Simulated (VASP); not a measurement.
# P in VASP: notebook, part 2 of 2

VASP 6.6.1.

### Step 3. Single point, PBEsol (strain +0.080 along x and y, +0.080 along z)

The input, INCAR:

```
PREC = Accurate
ENCUT = 520
EDIFF = 1E-6
ISMEAR = 0
SIGMA = 0.15
LREAL = F
LASPH = T
NELM = 60
ALGO = Normal
ISIF = 2
LWAVE = F
LCHARG = F
GGA = PS
NBANDS = 12
```

The input, KPOINTS:

```
Automatic mesh
0
Gamma
  24 24 12
```

The input, POSCAR:

```
P
1.0
    2.6295161364      0.0000000000      0.0056644987
    0.0000000000      2.6293955280      0.0000000000
   -0.0106943836      0.0000000000      5.1763833569
P
2
Direct
    0.0000000000      0.0000000000      0.2500000000
    1.0000000000      0.0000000000      0.7500000000
```

Potentials or basis: VASP PAW PBE potentials, release 64 (P).

Run with:

```sh
$ cat potpaw_PBE.64/P/POTCAR > POTCAR
$ mpirun -np 1 vasp_std > vasp.out
```

OUTCAR:

```text
PREC = Accurate
   ENCUT = 520
   EDIFF = 1E-6
   ISMEAR = 0
   LREAL = F
   LASPH = T
   NELM = 60
   ISIF = 2
   GGA = PS

 ion  position               nearest neighbor table
   1  0.000  0.000  0.250-   2 2.59   2 2.59
   2  0.000  0.000  0.750-   1 2.59   1 2.59

  LATTYP: Found a simple monoclinic cell.
 ALAT       =     2.6295222376
 B/A-ratio  =     0.9999518127
 C/A-ratio  =     1.9685684076
 COS(beta)  =    -0.0000882024

  Lattice vectors:

 A1 = (   2.6295161364,   0.0000000000,   0.0056644987)
 A2 = (   0.0000000000,  -2.6293955280,   0.0000000000)
 A3 = (   0.0106943836,   0.0000000000,  -5.1763833569)

Analysis of symmetry for initial positions (statically):
=====================================================================
 Subroutine PRICEL returns following result:

  LATTYP: Found a simple monoclinic cell.
 ALAT       =     2.5881972021
 B/A-ratio  =     1.0159177693
 C/A-ratio  =     1.0159667260
 COS(beta)  =    -0.0000882024

  Lattice vectors:

 A1 = (  -0.0053471918,   0.0000000000,   2.5881916784)
 A2 = (   0.0000000000,   2.6293955280,   0.0000000000)
 A3 = (  -2.6295161364,   0.0000000000,  -0.0056644987)

   2 primitive cells build up your supercell.

 Routine SETGRP: Setting up the symmetry group for a
 simple monoclinic supercell.

 Subroutine GETGRP returns: Found  4 space group operations
 (whereof  4 operations were pure point group operations)
 out of a pool of  4 trial point group operations.

The static configuration has the point symmetry C_2h.

Analysis of symmetry for dynamics (positions and initial velocities):
=====================================================================
 Subroutine PRICEL returns following result:

  LATTYP: Found a simple monoclinic cell.
 ALAT       =     2.5881972021
 B/A-ratio  =     1.0159177693
 C/A-ratio  =     1.0159667260
 COS(beta)  =    -0.0000882024

  Lattice vectors:

 A1 = (  -0.0053471918,   0.0000000000,   2.5881916784)
 A2 = (   0.0000000000,   2.6293955280,   0.0000000000)
 A3 = (  -2.6295161364,   0.0000000000,  -0.0056644987)

   2 primitive cells build up your supercell.

 Routine SETGRP: Setting up the symmetry group for a
 simple monoclinic supercell.

 Subroutine GETGRP returns: Found  4 space group operations
 (whereof  4 operations were pure point group operations)
 out of a pool of  4 trial point group operations.

The dynamic configuration has the point symmetry C_2h.

 Subroutine INISYM returns: Found  4 space group operations
 (whereof  4 operations are pure point group operations),
 and found     2 'primitive' translations

----------------------------------------------------------------------------------------

                                     Primitive cell

  volume of cell :      17.8949

  direct lattice vectors                    reciprocal lattice vectors
    -0.005347192  0.000000000  2.588191678    -0.000832314  0.000000000  0.386368428
     0.000000000  2.629395528  0.000000000     0.000000000  0.380315548  0.000000000
[... 34 lines left out ...]
 ===========================================

 Found   1898 irreducible k-points:

 Following reciprocal coordinates:
            Coordinates               Weight
  0.000000  0.000000  0.000000      1.000000
  0.041667  0.000000  0.000000      2.000000
  0.083333  0.000000  0.000000      2.000000
  0.125000  0.000000  0.000000      2.000000
  0.166667  0.000000  0.000000      2.000000
  0.208333  0.000000  0.000000      2.000000
[... 16 lines left out ...]
  0.375000  0.041667  0.000000      4.000000
  0.416667  0.041667  0.000000      4.000000
 [... further k-points ...]
   k-points           NKPTS =   1898   k-points in BZ     NKDIM =   1898   number of bands    NBANDS=     12
   number of dos      NEDOS =    301   number of ions     NIONS =      2
   total plane-waves  NPLWV =  16000
   dimension x,y,z NGX =    20 NGY =   20 NGZ =   40
   dimension x,y,z NGXF=    40 NGYF=   40 NGZF=   80
   ions per type =               2
   NGX,Y,Z   is equivalent  to a cutoff of  12.64, 12.65, 12.85 a.u.
   NGXF,Y,Z  is equivalent  to a cutoff of  25.29, 25.29, 25.69 a.u.
 SYSTEM =  unknown system
   PREC   = accura    normal or accurate (medium, high low for compatibility)
   ISTART =      0    job   : 0-new  1-cont  2-samecut
   ICHARG =      2    charge: 1-file 2-atom 10-const
   ISPIN  =      1    spin polarized calculation?
   LNONCOLLINEAR =      F non collinear calculations
   LSORBIT =      F    spin-orbit coupling
   LASPH  =      T    aspherical Exc in radial PAW
   ENCUT  =  520.0 eV  38.22 Ry    6.18 a.u.   4.89  4.89  9.62*2*pi/ulx,y,z
   NELM   =     60;   NELMIN=  2; NELMDL= -5     # of ELM steps
   EDIFF  = 0.1E-05   stopping-criterion for ELM
   LREAL  =      F    real-space projection
   EDIFFG = 0.1E-04   stopping-criterion for IOM
   NSW    =      0    number of steps for IOM
   IBRION =     -1    ionic relax: 0-MD 1-quasi-New 2-CG
   NFREE  =      0    steps in history (QN), initial steepest desc. (CG)
   ISIF   =      2    stress and relaxation
   ISYM   =      2    0-nonsym 1-usesym 2-fastsym
   POTIM  = 0.5000    time-step for ionic-motion
   TEBEG  =    0.0;   TEEND  =   0.0 temperature during run
   PSTRESS=    0.0 pullay stress
   NELECT =      10.0000    total number of electrons
   NUPDOWN=      -1.0000    fix difference up-down
   EMIN   =  10.00;   EMAX   =-10.00  energy-range for DOS
   EFERMI =   0.00;   METHOD = LEGACY
   ISMEAR =     0;   SIGMA  =   0.15  broadening in eV -4-tet -1-fermi 0-gaus
   EFERMI_NEDOS =   21; number of points for ismear=-14 and -15
   IALGO  =     38    algorithm
   IMIX   =      4    mixing-type and parameters
     AMIX     =   0.40;   BMIX     =  1.00
     AMIX_MAG =   1.60;   BMIX_MAG =  1.00
  volume/ion in A,a.u.               =      17.89       120.76
  Fermi-wavevector in a.u.,A,eV,Ry     =   1.070257  2.022493 15.584797  1.145450
  Thomas-Fermi vector in A             =   2.205962
   LORBIT       =      0    0 simple, 1 ext, 2 COOP (PROOUT), +10 PAW based schemes
   GGA     = PS    functional components
   LHFCALC =     F    Hartree Fock is set to
   AEXX    =    0.0000 exact exchange contribution
   IVDW    =     0    specifies the selected vdW correction
   LEPSILON=     F    determine dielectric tensor
   LRPA    =     F    only Hartree local field effects (RPA)
 non-spin polarized calculation
 Gauss-broadening in eV      SIGMA  =   0.15
  energy-cutoff  :      520.00
  volume of cell :       35.79
 maximum number of plane-waves:       992
   NGX =  9   NGY =  9   NGZ = 19

 number of electron      10.0000004 magnetization

 Free energy of the ion-electron system (eV)
  ---------------------------------------------------
  ext. energy  EPLUGINS =         0.00000000
  ---------------------------------------------------
  free energy    TOTEN  =       -11.06519585 eV

  energy without entropy =      -11.05393089  energy(sigma->0) =      -11.05956337

 E-fermi :   6.8136     XC(G=0): -10.5044

 val. band max:        6.8012341230   @ k =   0.2083   0.2083   0.3333
 cond. band min:       6.8140039121   @ k =   0.3750   0.5000   0.2500
 fundamental gap:      0.0127697891
 Fermi energy:         6.8136082640

 k-point     1 :       0.0000    0.0000    0.0000
  band No.  band energies     occupation
      1      -7.7014      2.00000
      2      -4.1638      2.00000
      3      -0.2033      2.00000
      4      10.6831      0.00000
      5      10.6846      0.00000
      6      11.2193      0.00000
      7      12.8761      0.00000
      8      12.8776      0.00000
      9      13.8734      0.00000
     10      14.0183      0.00000
     11      16.2046      0.00000
     12      18.6688      0.00000
[... 331 lines left out ...]
 k-point    24 :       0.4167    0.0417    0.0000
  band No.  band energies     occupation
      1      -4.8391      2.00000
      2      -1.1991      2.00000
      3       0.5771      2.00000
      4       2.1703      2.00000
      5       3.4919      2.00000
      6       9.5024      0.00000
      7      12.0856      0.00000
      8      13.0454      0.00000
      9      14.2532      0.00000
     10      16.2652      0.00000
     11      19.7406      0.00000
     12      21.1453      0.00000

 [... further k-points ...]
[... 5 lines left out ...]
  --------------------------------------------------------------------------------------
  -------------------------------------------------------------------------------------
  Total       -3.7682903     -3.7681828     -3.6121430      0.0000000      0.0000000     -0.0012553
  in kB     -168.6921238   -168.6873128   -161.7019992      0.0000000      0.0000000     -0.0561933
  external PRESSURE =    -166.3604786 kB  Pullay stress =       0.0000000 kB

 VOLUME and BASIS-vectors are now :
 -----------------------------------------------------------------------------
  energy-cutoff  :      520.00
  volume of cell :       35.79
      direct lattice vectors                 reciprocal lattice vectors
     2.629516136  0.000000000  0.005664499     0.380296411  0.000000000  0.000785691
     0.000000000  2.629395528  0.000000000     0.000000000  0.380315548  0.000000000
    -0.010694384  0.000000000  5.176383357    -0.000416157  0.000000000  0.193184214

 POSITION                                       TOTAL-FORCE (eV/Angst)
 -----------------------------------------------------------------------------------
     -0.00267      0.00000      1.29410         0.000000      0.000000      0.000000
     -0.00802      0.00000      3.88229        -0.000000      0.000000     -0.000000
 -----------------------------------------------------------------------------------
    total drift:                               -0.000000     -0.000000      0.000000

  FREE ENERGIE OF THE ION-ELECTRON SYSTEM (eV)
  ---------------------------------------------------
  free  energy   TOTEN  =       -11.0651958523 eV

  energy  without entropy=      -11.0539308944  energy(sigma->0) =      -11.05956337
```

OSZICAR:

```text
N       E                     dE             d eps       ncg     rms          rms(c)
DAV:   1     0.171727548034E+02    0.17173E+02   -0.42989E+03 45560   0.706E+02
DAV:   2    -0.999447743595E+01   -0.27167E+02   -0.25768E+02 62624   0.104E+02
DAV:   3    -0.110657453917E+02   -0.10713E+01   -0.10589E+01 58304   0.194E+01
DAV:   4    -0.110731868485E+02   -0.74415E-02   -0.74383E-02 54056   0.200E+00
DAV:   5    -0.110732508187E+02   -0.63970E-04   -0.63969E-04 57932   0.178E-01    0.444E+00
DAV:   6    -0.110676428500E+02    0.56080E-02   -0.41239E-03 52424   0.356E-01    0.255E+00
DAV:   7    -0.110651845964E+02    0.24583E-02   -0.73105E-03 51292   0.484E-01    0.119E-01
DAV:   8    -0.110651940138E+02   -0.94174E-05   -0.30825E-04 55660   0.108E-01    0.144E-02
DAV:   9    -0.110651966239E+02   -0.26102E-05   -0.39351E-06 59196   0.134E-02    0.823E-03
DAV:  10    -0.110651958523E+02    0.77165E-06   -0.18054E-06 52516   0.752E-03
   1 F= -.11065196E+02 E0= -.11059563E+02  d E =-.112650E-01
```

stdout:

```text
POSCAR found type information on POSCAR P
 POSCAR found :  1 types and       2 ions
 scaLAPACK will be used
 -----------------------------------------------------------------------------
|                                                                             |
|                                                                             |
|     You enforced a specific xc type in the INCAR file but a different       |
|     I HOPE YOU KNOW WHAT YOU ARE DOING!                                     |
|                                                                             |
 -----------------------------------------------------------------------------

 LDA part: xc-table for (Slater+PW92), standard interpolation
 POSCAR, INCAR and KPOINTS ok, starting setup
 FFT: planning ... GRIDC
 FFT: planning ... GRID_SOFT
 FFT: planning ... GRID
 WAVECAR not read
 entering main loop
```

Run time: 5.4 min. Hardware: 1 thread of Intel Xeon 8259CL, shared host; peak memory 0.63 GiB.

Results:

```
Free energy            : -11.0652 eV
Pressure               : -16.6 GPa
Band gap on the k mesh : zero (bands 5 and 6 overlap by 8.05 eV)
```

Caveat: the cell differs from its parent crystal (strain +0.080 along x and y, +0.080 along z); the cell stands under tension; the PAW data sets were made with another functional, which shifts forces and pressure a little.
